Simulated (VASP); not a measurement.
# CsI (Pm-3m) in VASP: a series of runs

CsI is run at these levels: LDA; tasks: single point.

All numbers are computed with VASP 6.6.1; they aren't measurements. Logs are shortened: lines on timing, memory, paths and dates and some standing lists are left out, and cuts for length are marked.

**1. The cell of the first run**

The structure is cubic, space group Pm-3m (No. 221). Conventional cell: a = 4.597 Å, b = 4.597 Å, c = 4.597 Å, α = 90.00°, β = 90.00°, γ = 90.00°. Cs (site symmetry m-3m) has 8 I at 3.98 Å and 6 Cs at 4.60 Å within 5.2 Å. Within 5.2 Å of I (site symmetry m-3m) lie 8 Cs at 3.98 Å and 6 I at 4.60 Å.

**2. Single point, LDA (volume scaled by 1.02)**

File INCAR:

```
ALGO = Normal
EDIFF = 1E-6
ENCUT = 500
GGA_COMPAT = F
ISIF = 2
ISMEAR = -1
LASPH = T
LCHARG = F
LREAL = F
LWAVE = F
NBANDS = 15
NELM = 120
PREC = Accurate
SIGMA = 0.01
```

File KPOINTS:

```
k-points
0
Gamma
  7 7 7
```

File POSCAR:

```
CsI
1.0
    4.5969439278      0.0000000000      0.0000000000
    0.0000000000      4.5969439278      0.0000000000
    0.0000000000      0.0000000000      4.5969439278
Cs I
1 1
Direct
    0.0000000000      0.0000000000      0.0000000000
    0.5000000000      0.5000000000      0.5000000000
```

Potentials or basis: VASP PAW LDA potentials, release 64 (Cs_sv, I).

Launch:

```
> cat potpaw_LDA.64/Cs_sv/POTCAR potpaw_LDA.64/I/POTCAR > POTCAR
> mpirun -np 1 vasp_std > vasp.out
```

OUTCAR:

```text
EDIFF = 1E-6
   ENCUT = 500
   ISIF = 2
   ISMEAR = -1
   LASPH = T
   LREAL = F
   NELM = 120
   PREC = Accurate

 ion  position               nearest neighbor table
   1  0.000  0.000  0.000-
   2  0.500  0.500  0.500-

  LATTYP: Found a simple cubic cell.
 ALAT       =     4.5969439278

  Lattice vectors:

 A1 = (   4.5969439278,   0.0000000000,   0.0000000000)
 A2 = (   0.0000000000,   4.5969439278,   0.0000000000)
 A3 = (   0.0000000000,   0.0000000000,   4.5969439278)

Analysis of symmetry for initial positions (statically):
=====================================================================
 Subroutine PRICEL returns:
 Original cell was already a primitive cell.

 Routine SETGRP: Setting up the symmetry group for a
 simple cubic supercell.

 Subroutine GETGRP returns: Found 48 space group operations
[... 9 lines left out ...]

 Routine SETGRP: Setting up the symmetry group for a
 simple cubic supercell.

 Subroutine GETGRP returns: Found 48 space group operations
[... 11 lines left out ...]
                                     Primitive cell

  volume of cell :      97.1421

  direct lattice vectors                    reciprocal lattice vectors
     4.596943928  0.000000000  0.000000000     0.217535827  0.000000000  0.000000000
     0.000000000  4.596943928  0.000000000     0.000000000  0.217535827  0.000000000
     0.000000000  0.000000000  4.596943928     0.000000000  0.000000000  0.217535827

  length of vectors
     4.596943928  4.596943928  4.596943928     0.217535827  0.217535827  0.217535827

  position of ions in fractional coordinates (direct lattice)
     0.000000000  0.000000000  0.000000000
     0.500000000  0.500000000  0.500000000

  ion indices of the primitive-cell ions
   primitive index   ion index
                 1           1
                 2           2

----------------------------------------------------------------------------------------

 KPOINTS: k-points

Automatic generation of k-mesh.
 Grid dimensions read from file:
 generate k-points for:    7    7    7

 Generating k-lattice:

  Cartesian coordinates                     Fractional coordinates (reciprocal lattice)
     0.031076547  0.000000000  0.000000000     0.142857143  0.000000000  0.000000000
     0.000000000  0.031076547  0.000000000     0.000000000  0.142857143  0.000000000
     0.000000000  0.000000000  0.031076547     0.000000000  0.000000000  0.142857143

  Length of vectors
     0.031076547  0.031076547  0.031076547

  Shift w.r.t. Gamma in fractional coordinates (k-lattice)
     0.000000000  0.000000000  0.000000000

 Subroutine IBZKPT returns following result:
 ===========================================

 Found     20 irreducible k-points:

 Following reciprocal coordinates:
            Coordinates               Weight
  0.000000  0.000000  0.000000      1.000000
  0.142857  0.000000  0.000000      6.000000
  0.285714  0.000000  0.000000      6.000000
  0.428571  0.000000  0.000000      6.000000
  0.142857  0.142857  0.000000     12.000000
  0.285714  0.142857  0.000000     24.000000
[... 12 lines left out ...]
  0.428571  0.428571  0.285714     24.000000
  0.428571  0.428571  0.428571      8.000000
   k-points           NKPTS =     20   k-points in BZ     NKDIM =     20   number of bands    NBANDS=     15
   number of dos      NEDOS =    301   number of ions     NIONS =      2
   total plane-waves  NPLWV =  46656
   dimension x,y,z NGX =    36 NGY =   36 NGZ =   36
   dimension x,y,z NGXF=    72 NGYF=   72 NGZF=   72
   ions per type =               1   1
   NGX,Y,Z   is equivalent  to a cutoff of  13.02, 13.02, 13.02 a.u.
   NGXF,Y,Z  is equivalent  to a cutoff of  26.04, 26.04, 26.04 a.u.
 SYSTEM =  unknown system
   PREC   = accura    normal or accurate (medium, high low for compatibility)
   ISTART =      0    job   : 0-new  1-cont  2-samecut
   ICHARG =      2    charge: 1-file 2-atom 10-const
   ISPIN  =      1    spin polarized calculation?
   LNONCOLLINEAR =      F non collinear calculations
   LSORBIT =      F    spin-orbit coupling
   LASPH  =      T    aspherical Exc in radial PAW
   ENCUT  =  500.0 eV  36.75 Ry    6.06 a.u.   8.38  8.38  8.38*2*pi/ulx,y,z
   NELM   =    120;   NELMIN=  2; NELMDL= -5     # of ELM steps
   EDIFF  = 0.1E-05   stopping-criterion for ELM
   LREAL  =      F    real-space projection
   EDIFFG = 0.1E-04   stopping-criterion for IOM
   NSW    =      0    number of steps for IOM
   IBRION =     -1    ionic relax: 0-MD 1-quasi-New 2-CG
   NFREE  =      0    steps in history (QN), initial steepest desc. (CG)
   ISIF   =      2    stress and relaxation
   ISYM   =      2    0-nonsym 1-usesym 2-fastsym
   POTIM  = 0.5000    time-step for ionic-motion
   TEBEG  =    0.0;   TEEND  =   0.0 temperature during run
   PSTRESS=    0.0 pullay stress
   NELECT =      16.0000    total number of electrons
   NUPDOWN=      -1.0000    fix difference up-down
   EMIN   =  10.00;   EMAX   =-10.00  energy-range for DOS
   EFERMI =   0.00;   METHOD = LEGACY
   ISMEAR =    -1;   SIGMA  =   0.01  broadening in eV -4-tet -1-fermi 0-gaus
   EFERMI_NEDOS =   21; number of points for ismear=-14 and -15
   IALGO  =     38    algorithm
   IMIX   =      4    mixing-type and parameters
     AMIX     =   0.40;   BMIX     =  1.00
     AMIX_MAG =   1.60;   BMIX_MAG =  1.00
  volume/ion in A,a.u.               =      48.57       327.77
  Fermi-wavevector in a.u.,A,eV,Ry     =   0.897385  1.695812 10.956777  0.805300
  Thomas-Fermi vector in A             =   2.019963
   LORBIT       =      0    0 simple, 1 ext, 2 COOP (PROOUT), +10 PAW based schemes
   GGA     = CA    functional components
   LHFCALC =     F    Hartree Fock is set to
   AEXX    =    0.0000 exact exchange contribution
   IVDW    =     0    specifies the selected vdW correction
   LEPSILON=     F    determine dielectric tensor
   LRPA    =     F    only Hartree local field effects (RPA)
 non-spin polarized calculation
  energy-cutoff  :      500.00
  volume of cell :       97.14
 maximum number of plane-waves:      2517
 NGX is ok and might be reduce to    36
   NGX = 17   NGY = 17   NGZ = 17

 number of electron      16.0000003 magnetization

 Free energy of the ion-electron system (eV)
  ---------------------------------------------------
  ext. energy  EPLUGINS =         0.00000000
  ---------------------------------------------------
  free energy    TOTEN  =        -6.12523325 eV

  energy without entropy =       -6.12523325  energy(sigma->0) =       -6.12523325

 E-fermi :   0.7743     XC(G=0):  -8.0018

 val. band max:        0.5108081335   @ k =   0.4286   0.4286   0.0000
 cond. band min:       4.0096799372   @ k =   0.0000   0.0000   0.0000
 fundamental gap:      3.4988718037
 Fermi energy:         0.7743128280

 k-point     1 :       0.0000    0.0000    0.0000
  band No.  band energies     occupation
      1     -19.8220      2.00000
      2     -10.1551      2.00000
      3      -6.5215      2.00000
      4      -6.5215      2.00000
      5      -6.5215      2.00000
      6       0.4423      2.00000
      7       0.4423      2.00000
      8       0.4423      2.00000
      9       4.0097      0.00000
     10       4.5283      0.00000
     11       4.5283      0.00000
     12       8.1675      0.00000
     13       8.1675      0.00000
     14       8.1675      0.00000
     15      10.5902      0.00000

 k-point     2 :       0.1429    0.0000    0.0000
  band No.  band energies     occupation
      1     -19.8175      2.00000
      2     -10.1558      2.00000
      3      -6.5547      2.00000
      4      -6.5099      2.00000
      5      -6.5099      2.00000
      6       0.0657      2.00000
      7       0.4150      2.00000
      8       0.4150      2.00000
      9       4.4681      0.00000
     10       4.6487      0.00000
     11       4.9709      0.00000
     12       8.0911      0.00000
     13       8.0911      0.00000
     14       8.2582      0.00000
     15       9.5987      0.00000

 k-point     3 :       0.2857    0.0000    0.0000
  band No.  band energies     occupation
      1     -19.8076      2.00000
      2     -10.1589      2.00000
      3      -6.6212      2.00000
      4      -6.4836      2.00000
      5      -6.4836      2.00000
      6      -0.5777      2.00000
      7       0.3519      2.00000
      8       0.3519      2.00000
      9       4.9897      0.00000
     10       5.4313      0.00000
     11       6.0266      0.00000
     12       8.0502      0.00000
     13       8.0502      0.00000
     14       8.2951      0.00000
     15       8.4980      0.00000

 k-point     4 :       0.4286    0.0000    0.0000
  band No.  band energies     occupation
      1     -19.7995      2.00000
      2     -10.1629      2.00000
      3      -6.6663      2.00000
      4      -6.4622      2.00000
      5      -6.4622      2.00000
      6      -0.9899      2.00000
      7       0.2996      2.00000
      8       0.2996      2.00000
      9       5.4208      0.00000
     10       6.4496      0.00000
     11       6.8693      0.00000
     12       7.3559      0.00000
     13       8.1956      0.00000
     14       8.1956      0.00000
     15       8.7496      0.00000
[... 235 lines left out ...]
 k-point    18 :       0.4286    0.2857    0.2857
  band No.  band energies     occupation
      1     -19.7739      2.00000
      2      -9.9905      2.00000
      3      -6.7932      2.00000
      4      -6.6914      2.00000
      5      -6.6611      2.00000
      6      -0.5529      2.00000
      7      -0.3972      2.00000
      8      -0.1126      2.00000
      9       5.8906      0.00000
     10       6.3426      0.00000
     11       6.4669      0.00000
     12       7.7607      0.00000
     13       7.8901      0.00000
     14       8.1597      0.00000
     15      10.4020      0.00000

 k-point    19 :       0.4286    0.4286    0.2857
  band No.  band energies     occupation
      1     -19.7668      2.00000
      2      -9.9460      2.00000
      3      -6.8032      2.00000
      4      -6.7973      2.00000
      5      -6.6501      2.00000
      6      -0.5792      2.00000
      7      -0.5634      2.00000
      8      -0.2966      2.00000
      9       5.9140      0.00000
     10       6.5998      0.00000
     11       6.8373      0.00000
     12       7.3462      0.00000
     13       8.5852      0.00000
     14       8.6606      0.00000
     15      10.2977      0.00000

 k-point    20 :       0.4286    0.4286    0.4286
  band No.  band energies     occupation
      1     -19.7599      2.00000
      2      -9.9090      2.00000
      3      -6.7744      2.00000
      4      -6.7658      2.00000
      5      -6.7658      2.00000
      6      -0.7052      2.00000
      7      -0.7052      2.00000
      8      -0.6300      2.00000
      9       6.7503      0.00000
     10       7.1827      0.00000
     11       7.1827      0.00000
     12       8.1619      0.00000
     13       8.2242      0.00000
     14       8.2242      0.00000
     15      10.3345      0.00000

------------------------ aborting loop because EDIFF is reached ----------------------------------------

  FORCE on cell =-STRESS in cart. coord.  units (eV):
  Direction    XX          YY          ZZ          XY          YZ          ZX
  --------------------------------------------------------------------------------------
  -------------------------------------------------------------------------------------
  Total       -0.9336124     -0.9336124     -0.9336124      0.0000000      0.0000000      0.0000000
  in kB      -15.3981859    -15.3981859    -15.3981859      0.0000000      0.0000000      0.0000000
  external PRESSURE =     -15.3981859 kB  Pullay stress =       0.0000000 kB

 VOLUME and BASIS-vectors are now :
 -----------------------------------------------------------------------------
  energy-cutoff  :      500.00
  volume of cell :       97.14
      direct lattice vectors                 reciprocal lattice vectors
     4.596943928  0.000000000  0.000000000     0.217535827  0.000000000  0.000000000
     0.000000000  4.596943928  0.000000000     0.000000000  0.217535827  0.000000000
     0.000000000  0.000000000  4.596943928     0.000000000  0.000000000  0.217535827

 POSITION                                       TOTAL-FORCE (eV/Angst)
 -----------------------------------------------------------------------------------
      0.00000      0.00000      0.00000         0.000000      0.000000      0.000000
      2.29847      2.29847      2.29847         0.000000      0.000000      0.000000
 -----------------------------------------------------------------------------------
    total drift:                               -0.000000      0.000000      0.000000

  FREE ENERGIE OF THE ION-ELECTRON SYSTEM (eV)
  ---------------------------------------------------
  free  energy   TOTEN  =        -6.1252332459 eV

  energy  without entropy=       -6.1252332459  energy(sigma->0) =       -6.12523325
```

It took 25 s on 1 thread of Intel Xeon 6975P-C, shared host; peak memory 0.18 GiB.

What came out:

* Free energy: -6.1252 eV
* Pressure: -1.5 GPa
* Band gap on the k mesh: 3.50 eV, indirect (least direct gap 3.57 eV)

Caveat: spin-orbit coupling is left out, which moves the levels of the heavy elements. A k mesh can miss the band edges.

**3. Single point, LDA (volume scaled by 1.01)**

File INCAR:

```
SYSTEM = CsI
PREC = Accurate
ENCUT = 500
EDIFF = 1E-6
ISMEAR = -1
SIGMA = 0.01
LREAL = .FALSE.
LASPH = .TRUE.
NELM = 120
ALGO = Normal
ISIF = 2
LWAVE = .FALSE.
LCHARG = .TRUE.
LELF = .TRUE.
LVHAR = .TRUE.
NBANDS = 15
GGA_COMPAT = .FALSE.
```

File KPOINTS:

```
Automatic mesh
0
G
  7 7 7
  0 0 0
```

File POSCAR:

```
CsI
1.0
    4.5818718722      0.0000000000      0.0000000000
    0.0000000000      4.5818718722      0.0000000000
    0.0000000000      0.0000000000      4.5818718722
Cs I
1 1
Direct
    0.0000000000      0.0000000000      0.0000000000
    0.5000000000      0.5000000000      0.5000000000
```

Potentials or basis: VASP PAW LDA potentials, release 64 (Cs_sv, I).

Launch:

```
> cat potpaw_LDA.64/Cs_sv/POTCAR potpaw_LDA.64/I/POTCAR > POTCAR
> mpirun -np 1 vasp_std > vasp.out
```

It took 26 s on 1 thread of Intel Xeon 6975P-C, shared host; peak memory 0.18 GiB.

It converged, with:

```
Free energy            : -6.1341 eV
Pressure               : -1.5 GPa
Band gap on the k mesh : 3.53 eV, indirect (least direct gap 3.60 eV)
```

Levels at points of the mesh, in eV from the valence-band top:
| k point | band 4 | band 5 | band 6 | band 7 | band 8 | band 9 | band 10 | band 11 | band 12 | band 13 |
| --- | --- | --- | --- | --- | --- | --- | --- | --- | --- | --- |
| (0.00, 0.00, 0.00) | -7.02 | -7.02 | -0.07 | -0.07 | -0.07 | 3.53 | 4.00 | 4.00 | 7.68 | 7.68 |

Caveat: spin-orbit coupling is left out, which moves the levels of the heavy elements. A k mesh can miss the band edges.
